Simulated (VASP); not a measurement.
## CdS: single point with r2SCAN

Crystal: CdS.

```
Cd S
1.0
     0.00000    2.86635    2.91000
     2.91000    0.00000    2.91000
     2.91000    2.86635    0.00000
Cd S
1 1
Direct
  0.00000 0.00000 0.00000
  0.75000 0.75000 0.75000
```

This cell differs from its parent crystal: strain -0.0150 x Voigt [0, 1, 0, 0, 0, 0].

| Item | Value |
| --- | --- |
| Program | VASP 6.6.1 |
| Task | single point |
| Functional | r2SCAN |
| Potentials or basis | VASP PAW PBE potentials, release 64 (Cd, S) |
| Cutoff | 520 eV |
| k mesh | 8 × 8 × 8 |
| Occupations | gaussian, width 0.05 eV |
| Spin | no spin polarisation |

* Pressure: 3.4 GPa
* Band gap on the k mesh: 1.61 eV, direct

Stress tensor (GPa, compression positive):
```
3.30 0.00 0.00
0.00 3.51 0.00
0.00 0.00 3.30
```

Levels at points of the mesh, in eV from the valence-band top:
```tsv
k point	band 7	band 8	band 9	band 10	band 11	band 12
(0.00, 0.00, 0.00)	-0.05	-0.05	0.00	1.61	7.04	7.04
(0.50, 0.00, 0.00)	-4.64	-0.86	-0.80	3.48	7.39	7.51
(0.50, 0.50, 0.00)	-4.14	-2.03	-2.00	3.80	4.80	9.82
(0.50, 0.00, 0.50)	-4.05	-2.08	-2.08	3.74	4.66	9.99
```

Wall time 79 s on 1 thread of Intel(R) Xeon(R) 6975P-C (Granite Rapids) (shared host), peak memory 0.2 GiB.

Caveat: the cell differs from its parent crystal (strain -0.0150 x Voigt [0, 1, 0, 0, 0, 0]); the PAW data sets were made with another functional, which shifts forces and pressure a little.
